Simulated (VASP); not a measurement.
# MnHg (P4/mmm) in VASP: single point with PBE

Aim: the single point of MnHg with PBE.

Everything below comes from runs of VASP 6.6.1. Logs are shortened: lines on timing, memory, paths and dates and some standing lists are left out, and cuts for length are marked.

### 1 The cell of the first run

The structure is tetragonal, space group P4/mmm (No. 123). Conventional cell: a = 3.288 Å, b = 3.288 Å, c = 3.313 Å, α = 90.00°, β = 90.00°, γ = 90.00°. Mn (site symmetry 4/mmm) has 8 Hg at 2.85 Å and 6 Mn at 3.29 to 3.31 Å within 3.8 Å. Hg (site symmetry 4/mmm) has 8 Mn at 2.85 Å and 6 Hg at 3.29 to 3.31 Å within 3.8 Å.

### 2 Single point, PBE, non-collinear spin, typed start

The input, INCAR:

```
PREC = Accurate ; ENCUT = 500
EDIFF = 1E-6 ; ISMEAR = -1
SIGMA = 0.05 ; LREAL = F
LASPH = T ; NELM = 200
ALGO = Normal ; ISIF = 2
LWAVE = F ; LCHARG = F
LNONCOLLINEAR = T ; MAGMOM = 0 0 3.9 0 0 -3.9 0 0 0 0 0 0
LORBIT = 11 ; LMAXMIX = 4
GGA = PE ; NBANDS = 64
GGA_COMPAT = F ; KPAR = 4
```

The input, KPOINTS:

```
regular mesh
0
Gamma
  11 11 6
```

The input, POSCAR:

```
MnHg
1.0
    3.2880000000      0.0000000000      0.0000000000
    0.0000000000      3.2880000000      0.0000000000
    0.0000000000      0.0000000000      6.6260000000
Mn Hg
2 2
Direct
    0.5000000000      0.5000000000      0.2500000000
    0.5000000000      0.5000000000      0.7500000000
    0.0000000000      0.0000000000      0.0000000000
    0.0000000000      0.0000000000      0.5000000000
```

Potentials or basis: VASP PAW PBE potentials, release 64 (Mn_pv, Hg).

Run with:

```bash
cat potpaw_PBE.64/Mn_pv/POTCAR potpaw_PBE.64/Hg/POTCAR > POTCAR
mpirun -np 4 vasp_ncl > vasp.out
```

OUTCAR:

```text
PREC = Accurate
   ENCUT = 500
   EDIFF = 1E-6
   ISMEAR = -1
   LREAL = F
   LASPH = T
   NELM = 200
   ISIF = 2
   LNONCOLLINEAR = T
   LORBIT = 11
   GGA = PE

 ion  position               nearest neighbor table
   1  0.500  0.500  0.250-   3 2.85   4 2.85   3 2.85   4 2.85   3 2.85   4 2.85   3 2.85   4 2.85

   2  0.500  0.500  0.750-   3 2.85   4 2.85   3 2.85   4 2.85   3 2.85   4 2.85   3 2.85   4 2.85

   3  0.000  0.000  0.000-   1 2.85   2 2.85   1 2.85   2 2.85   1 2.85   2 2.85   1 2.85   2 2.85
                             4 3.31   4 3.31
   4  0.000  0.000  0.500-   1 2.85   2 2.85   1 2.85   2 2.85   1 2.85   2 2.85   1 2.85   2 2.85
                             3 3.31   3 3.31
[... 7 lines left out ...]
 A1 = (   3.2880000000,   0.0000000000,   0.0000000000)
 A2 = (   0.0000000000,   3.2880000000,   0.0000000000)
 A3 = (   0.0000000000,   0.0000000000,   6.6260000000)

Analysis of symmetry for initial positions (statically):
=====================================================================
 Subroutine PRICEL returns following result:

  LATTYP: Found a simple tetragonal cell.
 ALAT       =     3.2880000000
 C/A-ratio  =     1.0076034063

  Lattice vectors:

 A1 = (   3.2880000000,   0.0000000000,   0.0000000000)
 A2 = (   0.0000000000,   3.2880000000,   0.0000000000)
 A3 = (   0.0000000000,   0.0000000000,   3.3130000000)

   2 primitive cells build up your supercell.

 Routine SETGRP: Setting up the symmetry group for a
 simple tetragonal supercell.

 Subroutine GETGRP returns: Found 16 space group operations
 (whereof 16 operations were pure point group operations)
 out of a pool of 16 trial point group operations.

The static configuration has the point symmetry D_4h.

Analysis of symmetry for dynamics (positions and initial velocities):
=====================================================================
 Subroutine PRICEL returns following result:

  LATTYP: Found a simple tetragonal cell.
 ALAT       =     3.2880000000
 C/A-ratio  =     1.0076034063

  Lattice vectors:

 A1 = (   3.2880000000,   0.0000000000,   0.0000000000)
 A2 = (   0.0000000000,   3.2880000000,   0.0000000000)
 A3 = (   0.0000000000,   0.0000000000,   3.3130000000)

   2 primitive cells build up your supercell.

 Routine SETGRP: Setting up the symmetry group for a
 simple tetragonal supercell.

[... 161 lines left out ...]

 number of electron      49.9999958 magnetization       0.0000000      0.0000000      0.0000000

 number of electron      49.9999958 magnetization      -0.0000000      0.0000000     -0.0000000

 Free energy of the ion-electron system (eV)
  ---------------------------------------------------
  ext. energy  EPLUGINS =         0.00000000
  ---------------------------------------------------
  free energy    TOTEN  =       -17.06704484 eV

  energy without entropy =      -17.03913258  energy(sigma->0) =      -17.05308871

 E-fermi :   5.7190     XC(G=0): -11.7736

 val. band max:        5.7177991137   @ k =   0.4545   0.3636   0.0000
 cond. band min:       5.7213668610   @ k =   0.2727   0.1818   0.1667
 fundamental gap:      0.0035677473
 Fermi energy:         5.7189949085

 k-point     1 :       0.0000    0.0000    0.0000
  band No.  band energies     occupation
      1     -44.4889      1.00000
      2     -44.4889      1.00000
      3     -44.4889      1.00000
      4     -44.4889      1.00000
      5     -44.4635      1.00000
      6     -44.4635      1.00000
[... 1549 lines left out ...]
     61      10.8513      0.00000
     62      10.8521      0.00000

 [... further k-points ...]

 [bands above 62 left out]

------------------------ aborting loop because EDIFF is reached ----------------------------------------

  FORCE on cell =-STRESS in cart. coord.  units (eV):
  Direction    XX          YY          ZZ          XY          YZ          ZX
  --------------------------------------------------------------------------------------
  -------------------------------------------------------------------------------------
  Total        0.8673304      0.8673304      0.9015667      0.0000000      0.0000000      0.0000000
  in kB       19.3990338     19.3990338     20.1647760      0.0000000      0.0000000      0.0000000
  external PRESSURE =      19.6542812 kB  Pullay stress =       0.0000000 kB

 VOLUME and BASIS-vectors are now :
 -----------------------------------------------------------------------------
  energy-cutoff  :      500.00
  volume of cell :       71.63
      direct lattice vectors                 reciprocal lattice vectors
     3.288000000  0.000000000  0.000000000     0.304136253  0.000000000  0.000000000
     0.000000000  3.288000000  0.000000000     0.000000000  0.304136253  0.000000000
     0.000000000  0.000000000  6.626000000     0.000000000  0.000000000  0.150920616

 POSITION                                       TOTAL-FORCE (eV/Angst)
 -----------------------------------------------------------------------------------
      1.64400      1.64400      1.65650        -0.000000      0.000000      0.000000
      1.64400      1.64400      4.96950         0.000000      0.000000     -0.000000
      0.00000      0.00000      0.00000        -0.000000      0.000000      0.000000
      0.00000      0.00000      3.31300        -0.000000      0.000000     -0.000000
 -----------------------------------------------------------------------------------
    total drift:                                0.000000     -0.000000     -0.000000

  FREE ENERGIE OF THE ION-ELECTRON SYSTEM (eV)
  ---------------------------------------------------
  free  energy   TOTEN  =       -17.0670448355 eV

  energy  without entropy=      -17.0391325825  energy(sigma->0) =      -17.05308871

 total charge

# of ion       s       p       d       tot
------------------------------------------
    1        0.255   6.179   4.983  11.417
    2        0.255   6.179   4.983  11.417
    3        0.832   0.522   9.250  10.604
    4        0.832   0.522   9.250  10.604
--------------------------------------------------
tot          2.174  13.402  28.467  44.044

 magnetization (x)

# of ion       s       p       d       tot
------------------------------------------
    1        0.000   0.000   0.000   0.000
    2       -0.000   0.000   0.000  -0.000
    3        0.000   0.000   0.000   0.000
    4        0.000   0.000   0.000   0.000
--------------------------------------------------
tot          0.000   0.000   0.000   0.000

 magnetization (y)

# of ion       s       p       d       tot
------------------------------------------
    1       -0.000   0.000  -0.000  -0.000
    2       -0.000   0.000  -0.000  -0.000
    3        0.000  -0.000   0.000  -0.000
    4        0.000  -0.000   0.000  -0.000
--------------------------------------------------
tot         -0.000  -0.000  -0.000  -0.000

 magnetization (z)

# of ion       s       p       d       tot
------------------------------------------
    1        0.038   0.031   3.732   3.801
    2       -0.038  -0.031  -3.732  -3.801
    3        0.000  -0.000  -0.000  -0.000
    4        0.000   0.000  -0.000   0.000
--------------------------------------------------
tot         -0.000   0.000   0.000   0.000
```

Wall time 3.6 min (4 MPI ranks of Intel Xeon 6975P-C (Granite Rapids), shared host); peak memory 0.65 GiB.

Results:

| Property | Result |
| --- | --- |
| Free energy | -17.0670 eV |
| Pressure | 2.0 GPa |
| Band gap on the k mesh | zero (bands 50 and 51 overlap by 1.83 eV) |
| Net moment | 0.00 μB per cell |
| Valence electrons inside the program's atomic spheres | Mn 11.42; Hg 10.60 |

Stress tensor (GPa, compression positive):
```
1.94 0.00 0.00
0.00 1.94 0.00
0.00 0.00 2.02
```

Levels at points of the mesh, in eV from the Fermi level:
```tsv
k point	band 47	band 48	band 49	band 50	band 51	band 52	band 53	band 54
(0.00, 0.00, 0.00)	-2.22	-2.22	0.07	0.07	0.94	0.94	0.94	0.94
(0.00, 0.00, 0.50)	-0.75	-0.75	0.06	0.06	0.62	0.62	0.79	0.79
```

Moments on the atoms (μB; x, y, z):
```
Mn   0.00  0.00  3.80
Mn   0.00  0.00 -3.80
Hg   0.00  0.00  0.00
Hg   0.00  0.00  0.00
```

Caveat: spin-orbit coupling is left out, which moves the levels of the heavy elements.
